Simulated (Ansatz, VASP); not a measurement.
# Two plane-wave programs on C

```
CELL_PARAMETERS angstrom
-1.22895 -2.12860 0.00000
1.22895 -2.12860 0.00000
0.20482 -0.35477 20.41937
ATOMIC_POSITIONS crystal
C 0.00000 0.84766 0.91403
C 0.33333 0.29211 0.24737
C 0.66667 0.56988 0.58070
C 0.00000 0.87457 0.75257
C 0.33333 0.31902 0.08590
C 0.66667 0.59679 0.41923
C 0.00000 0.98569 0.08587
C 0.33333 0.26347 0.41921
C 0.66667 0.54124 0.75254
C 0.00000 0.90321 0.58073
C 0.33333 0.18099 0.91406
C 0.66667 0.62543 0.24739
```

Alike in both runs: task single point; functional PBEsol; dispersion D3(BJ); k mesh 15 × 15 × 2; occupations gaussian, width 0.03 eV; no spin polarisation.

|  | VASP | Ansatz |
| --- | --- | --- |
| version | VASP 6.6.1 | Ansatz 0.2.0 |
| potentials or method | VASP PAW PBE potentials, release 64 (C), cutoff 520 eV | scalar-relativistic, plane waves, PAW |
| valence electrons in the cell | 48 | 48 |

```csv
,VASP,Ansatz,Ansatz less VASP
gap on the k mesh at the Fermi level (eV),0.20,0.20,0.000
least direct gap on the mesh (eV),0.20,0.20,0.000
pressure (GPa),0.7,0.0,-0.72
"traceless stress, the component that is largest in VASP (GPa)",-0.93,-0.13,+0.799
rms of the force components (eV/Å),0.004,0.004,0.0000
```

VASP's potentials were made for PBE, not for PBEsol, and Ansatz warns of the same on its side. Atom by atom the forces differ by 0.000 eV/Å (rms over components).
